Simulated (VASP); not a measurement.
# BAs (F-43m) in VASP: single point with PBEsol

Aim: the single point of BAs with PBEsol.

All numbers are computed with VASP 6.6.1; they aren't measurements. Logs are shortened: lines on timing, memory, paths and dates and some standing lists are left out, and cuts for length are marked.

**1. The cell of the first run**

The structure is cubic, space group F-43m (No. 216). The conventional cell has a = 4.768 Å, b = 4.768 Å, c = 4.768 Å, α = 90.00°, β = 90.00°, γ = 90.00°. B (site symmetry -43m) has 4 As at 2.06 Å within 2.7 Å. As (site symmetry -43m) has 4 B at 2.06 Å within 2.7 Å.

**2. Single point, PBEsol**

Input file INCAR:

```
PREC = Accurate
ENCUT = 500
EDIFF = 1E-6
ISMEAR = -1
SIGMA = 0.05
LREAL = F
LASPH = T
NELM = 120
ALGO = Normal
ISIF = 2
LWAVE = F
LCHARG = T
GGA = PS
LELF = T
LVHAR = T
NBANDS = 11
GGA_COMPAT = F
```

Input file KPOINTS:

```
regular mesh
0
Gamma
  9 9 9
```

Input file POSCAR:

```
BAs
1.0
    0.0000000000      2.3839410000      2.3839410000
    2.3839410000      0.0000000000      2.3839410000
    2.3839410000      2.3839410000      0.0000000000
B As
1 1
Direct
    0.0000000000      0.0000000000      0.0000000000
    0.2500000000      0.2500000000      0.2500000000
```

Potentials or basis: VASP PAW PBE potentials, release 64 (B, As).

Launch:

```
> cat potpaw_PBE.64/B/POTCAR potpaw_PBE.64/As/POTCAR > POTCAR
> mpirun -np 1 vasp_std > vasp.out
```

OUTCAR:

```text
PREC = Accurate
   ENCUT = 500
   EDIFF = 1E-6
   ISMEAR = -1
   LREAL = F
   LASPH = T
   NELM = 120
   ISIF = 2
   GGA = PS

 ion  position               nearest neighbor table
   1  0.000  0.000  0.000-   2 2.06   2 2.06   2 2.06   2 2.06
   2  0.250  0.250  0.250-   1 2.06   1 2.06   1 2.06   1 2.06

  LATTYP: Found a face centered cubic cell.
 ALAT       =     4.7678820000

  Lattice vectors:

 A1 = (   0.0000000000,   2.3839410000,   2.3839410000)
 A2 = (   2.3839410000,   0.0000000000,   2.3839410000)
 A3 = (   2.3839410000,   2.3839410000,   0.0000000000)

Analysis of symmetry for initial positions (statically):
=====================================================================
 Subroutine PRICEL returns:
 Original cell was already a primitive cell.

 Routine SETGRP: Setting up the symmetry group for a
 face centered cubic supercell.

 Subroutine GETGRP returns: Found 24 space group operations
 (whereof 24 operations were pure point group operations)
 out of a pool of 48 trial point group operations.

The static configuration has the point symmetry T_d .

Analysis of symmetry for dynamics (positions and initial velocities):
=====================================================================
 Subroutine PRICEL returns:
 Original cell was already a primitive cell.

 Routine SETGRP: Setting up the symmetry group for a
 face centered cubic supercell.

 Subroutine GETGRP returns: Found 24 space group operations
 (whereof 24 operations were pure point group operations)
 out of a pool of 48 trial point group operations.

The dynamic configuration has the point symmetry T_d .

 Subroutine INISYM returns: Found 24 space group operations
 (whereof 24 operations are pure point group operations),
 and found     1 'primitive' translations

----------------------------------------------------------------------------------------

                                     Primitive cell

  volume of cell :      27.0967

  direct lattice vectors                    reciprocal lattice vectors
     0.000000000  2.383941000  2.383941000    -0.209736734  0.209736734  0.209736734
     2.383941000  0.000000000  2.383941000     0.209736734 -0.209736734  0.209736734
     2.383941000  2.383941000  0.000000000     0.209736734  0.209736734 -0.209736734

  length of vectors
     3.371401694  3.371401694  3.371401694     0.363274680  0.363274680  0.363274680

  position of ions in fractional coordinates (direct lattice)
     0.000000000  0.000000000  0.000000000
     0.250000000  0.250000000  0.250000000

  ion indices of the primitive-cell ions
   primitive index   ion index
                 1           1
                 2           2

----------------------------------------------------------------------------------------

 KPOINTS: regular mesh

Automatic generation of k-mesh.
 Grid dimensions read from file:
 generate k-points for:    9    9    9

 Generating k-lattice:

  Cartesian coordinates                     Fractional coordinates (reciprocal lattice)
    -0.023304082  0.023304082  0.023304082     0.111111111  0.000000000  0.000000000
     0.023304082 -0.023304082  0.023304082     0.000000000  0.111111111  0.000000000
     0.023304082  0.023304082 -0.023304082     0.000000000  0.000000000  0.111111111

  Length of vectors
     0.040363853  0.040363853  0.040363853

  Shift w.r.t. Gamma in fractional coordinates (k-lattice)
     0.000000000  0.000000000  0.000000000

 Subroutine IBZKPT returns following result:
 ===========================================

 Found     35 irreducible k-points:

 Following reciprocal coordinates:
            Coordinates               Weight
  0.000000  0.000000  0.000000      1.000000
  0.111111  0.000000  0.000000      8.000000
  0.222222  0.000000  0.000000      8.000000
  0.333333  0.000000  0.000000      8.000000
  0.444444  0.000000  0.000000      8.000000
  0.111111  0.111111  0.000000      6.000000
[... 16 lines left out ...]
 -0.333333  0.333333  0.000000     12.000000
  0.444444  0.444444  0.000000      6.000000
 [... further k-points ...]
   k-points           NKPTS =     35   k-points in BZ     NKDIM =     35   number of bands    NBANDS=     11
   number of dos      NEDOS =    301   number of ions     NIONS =      2
   total plane-waves  NPLWV =  21952
   dimension x,y,z NGX =    28 NGY =   28 NGZ =   28
   dimension x,y,z NGXF=    56 NGYF=   56 NGZF=   56
   ions per type =               1   1
   NGX,Y,Z   is equivalent  to a cutoff of  13.81, 13.81, 13.81 a.u.
   NGXF,Y,Z  is equivalent  to a cutoff of  27.61, 27.61, 27.61 a.u.
 SYSTEM =  unknown system
   PREC   = accura    normal or accurate (medium, high low for compatibility)
   ISTART =      0    job   : 0-new  1-cont  2-samecut
   ICHARG =      2    charge: 1-file 2-atom 10-const
   ISPIN  =      1    spin polarized calculation?
   LNONCOLLINEAR =      F non collinear calculations
   LSORBIT =      F    spin-orbit coupling
   LASPH  =      T    aspherical Exc in radial PAW
   ENCUT  =  500.0 eV  36.75 Ry    6.06 a.u.   6.15  6.15  6.15*2*pi/ulx,y,z
   NELM   =    120;   NELMIN=  2; NELMDL= -5     # of ELM steps
   EDIFF  = 0.1E-05   stopping-criterion for ELM
   LREAL  =      F    real-space projection
   EDIFFG = 0.1E-04   stopping-criterion for IOM
   NSW    =      0    number of steps for IOM
   IBRION =     -1    ionic relax: 0-MD 1-quasi-New 2-CG
   NFREE  =      0    steps in history (QN), initial steepest desc. (CG)
   ISIF   =      2    stress and relaxation
   ISYM   =      2    0-nonsym 1-usesym 2-fastsym
   POTIM  = 0.5000    time-step for ionic-motion
   TEBEG  =    0.0;   TEEND  =   0.0 temperature during run
   PSTRESS=    0.0 pullay stress
   NELECT =       8.0000    total number of electrons
   NUPDOWN=      -1.0000    fix difference up-down
   EMIN   =  10.00;   EMAX   =-10.00  energy-range for DOS
   EFERMI =   0.00;   METHOD = LEGACY
   ISMEAR =    -1;   SIGMA  =   0.05  broadening in eV -4-tet -1-fermi 0-gaus
   EFERMI_NEDOS =   21; number of points for ismear=-14 and -15
   IALGO  =     38    algorithm
   IMIX   =      4    mixing-type and parameters
     AMIX     =   0.40;   BMIX     =  1.00
     AMIX_MAG =   1.60;   BMIX_MAG =  1.00
  volume/ion in A,a.u.               =      13.55        91.43
  Fermi-wavevector in a.u.,A,eV,Ry     =   1.090099  2.059989 16.168022  1.188316
  Thomas-Fermi vector in A             =   2.226316
   LORBIT       =      0    0 simple, 1 ext, 2 COOP (PROOUT), +10 PAW based schemes
   GGA     = PS    functional components
   LHFCALC =     F    Hartree Fock is set to
   AEXX    =    0.0000 exact exchange contribution
   IVDW    =     0    specifies the selected vdW correction
   LEPSILON=     F    determine dielectric tensor
   LRPA    =     F    only Hartree local field effects (RPA)
 non-spin polarized calculation
  energy-cutoff  :      500.00
  volume of cell :       27.10
 maximum number of plane-waves:       701
 NGX is ok and might be reduce to    28
   NGX = 13   NGY = 13   NGZ = 13

 number of electron       8.0000000 magnetization

 Free energy of the ion-electron system (eV)
  ---------------------------------------------------
  ext. energy  EPLUGINS =         0.00000000
  ---------------------------------------------------
  free energy    TOTEN  =       -12.20247296 eV

  energy without entropy =      -12.20247273  energy(sigma->0) =      -12.20247285

 E-fermi :   6.6419     XC(G=0): -10.7553

 val. band max:        6.1076906777   @ k =   0.0000   0.0000   0.0000
 cond. band min:       7.2233012603   @ k =   0.4444   0.4444   0.0000
 fundamental gap:      1.1156105826
 Fermi energy:         6.6419422648

 k-point     1 :       0.0000    0.0000    0.0000
  band No.  band energies     occupation
      1      -9.3820      2.00000
      2       6.1077      1.99995
      3       6.1077      1.99995
      4       6.1077      1.99995
      5       9.3545      0.00000
      6       9.3545      0.00000
      7       9.3545      0.00000
      8      10.8623      0.00000
      9      15.4823      0.00000
     10      19.0618      0.00000
     11      19.0618      0.00000

 k-point     2 :       0.1111    0.0000    0.0000
  band No.  band energies     occupation
      1      -9.1780      2.00000
      2       4.4470      2.00000
      3       5.7408      2.00000
      4       5.7408      2.00000
      5       9.5038      0.00000
      6       9.8366      0.00000
      7       9.8366      0.00000
      8      11.8895      0.00000
      9      16.2790      0.00000
     10      17.8097      0.00000
     11      17.8097      0.00000

 k-point     3 :       0.2222    0.0000    0.0000
  band No.  band energies     occupation
      1      -8.5787      2.00000
      2       1.7783      2.00000
      3       5.0935      2.00000
      4       5.0935      2.00000
      5       9.2409      0.00000
      6      10.6077      0.00000
      7      10.6077      0.00000
      8      13.6264      0.00000
      9      17.1944      0.00000
     10      17.1944      0.00000
     11      17.2127      0.00000

 k-point     4 :       0.3333    0.0000    0.0000
  band No.  band energies     occupation
      1      -7.6475      2.00000
      2      -0.6948      2.00000
      3       4.5755      2.00000
      4       4.5755      2.00000
      5       8.9635      0.00000
      6      10.9019      0.00000
      7      10.9019      0.00000
      8      14.7114      0.00000
      9      17.4564      0.00000
     10      18.0818      0.00000
     11      18.0818      0.00000

 k-point     5 :       0.4444    0.0000    0.0000
  band No.  band energies     occupation
      1      -6.6714      2.00000
      2      -2.4715      2.00000
      3       4.3029      2.00000
      4       4.3029      2.00000
      5       8.8141      0.00000
      6      10.8563      0.00000
      7      10.8563      0.00000
      8      14.8361      0.00000
      9      18.4649      0.00000
     10      20.0327      0.00000
     11      20.0327      0.00000
[... 211 lines left out ...]
 k-point    21 :       0.4444    0.3333    0.0000
  band No.  band energies     occupation
      1      -6.1728      2.00000
      2      -1.0984      2.00000
      3       1.6667      2.00000
      4       2.3746      2.00000
      5       7.6663      0.00000
      6       9.1082      0.00000
      7      15.5943      0.00000
      8      15.7905      0.00000
      9      18.4956      0.00000
     10      22.3322      0.00000
     11      22.4505      0.00000

 k-point    22 :      -0.4444    0.3333    0.0000
  band No.  band energies     occupation
      1      -5.3964      2.00000
      2      -1.9586      2.00000
      3       0.4453      2.00000
      4       2.5199      2.00000
      5       7.9871      0.00000
      6      11.0125      0.00000
      7      15.3395      0.00000
      8      15.3840      0.00000
      9      17.6277      0.00000
     10      20.3444      0.00000
     11      22.6555      0.00000

 k-point    23 :      -0.3333    0.3333    0.0000
  band No.  band energies     occupation
      1      -5.5233      2.00000
      2      -1.7855      2.00000
      3      -0.0707      2.00000
      4       3.0178      2.00000
      5       8.4951      0.00000
      6      13.3382      0.00000
      7      14.2325      0.00000
      8      15.4462      0.00000
      9      15.5059      0.00000
     10      18.1897      0.00000
     11      22.9291      0.00000

 k-point    24 :       0.4444    0.4444    0.0000
  band No.  band energies     occupation
      1      -5.5266      2.00000
      2      -2.0033      2.00000
      3       2.0482      2.00000
      4       2.0482      2.00000
      5       7.2233      0.00002
      6       7.8045      0.00000
      7      17.1688      0.00000
      8      17.1688      0.00000
      9      18.7617      0.00000
     10      23.2390      0.00000
     11      23.7368      0.00000

 [... further k-points ...]
[... 5 lines left out ...]
  --------------------------------------------------------------------------------------
  -------------------------------------------------------------------------------------
  Total        0.1486388      0.1486388      0.1486388      0.0000000      0.0000000      0.0000000
  in kB        8.7887309      8.7887309      8.7887309      0.0000000      0.0000000      0.0000000
  external PRESSURE =       8.7887309 kB  Pullay stress =       0.0000000 kB

 VOLUME and BASIS-vectors are now :
 -----------------------------------------------------------------------------
  energy-cutoff  :      500.00
  volume of cell :       27.10
      direct lattice vectors                 reciprocal lattice vectors
     0.000000000  2.383941000  2.383941000    -0.209736734  0.209736734  0.209736734
     2.383941000  0.000000000  2.383941000     0.209736734 -0.209736734  0.209736734
     2.383941000  2.383941000  0.000000000     0.209736734  0.209736734 -0.209736734

 POSITION                                       TOTAL-FORCE (eV/Angst)
 -----------------------------------------------------------------------------------
      0.00000      0.00000      0.00000        -0.000000      0.000000      0.000000
      1.19197      1.19197      1.19197         0.000000     -0.000000     -0.000000
 -----------------------------------------------------------------------------------
    total drift:                               -0.000000     -0.000000     -0.000000

  FREE ENERGIE OF THE ION-ELECTRON SYSTEM (eV)
  ---------------------------------------------------
  free  energy   TOTEN  =       -12.2024729633 eV

  energy  without entropy=      -12.2024727299  energy(sigma->0) =      -12.20247285
```

Wall time 19 s (1 thread of Intel Xeon 8259CL, shared host); peak memory 0.16 GiB.

Results:

| Property | Result |
| --- | --- |
| Free energy | -12.2025 eV |
| Pressure | 0.9 GPa |
| Band gap on the k mesh | 1.12 eV, indirect (least direct gap 3.25 eV) |

Caveat: the PAW data sets were made with another functional, which shifts forces and pressure a little.
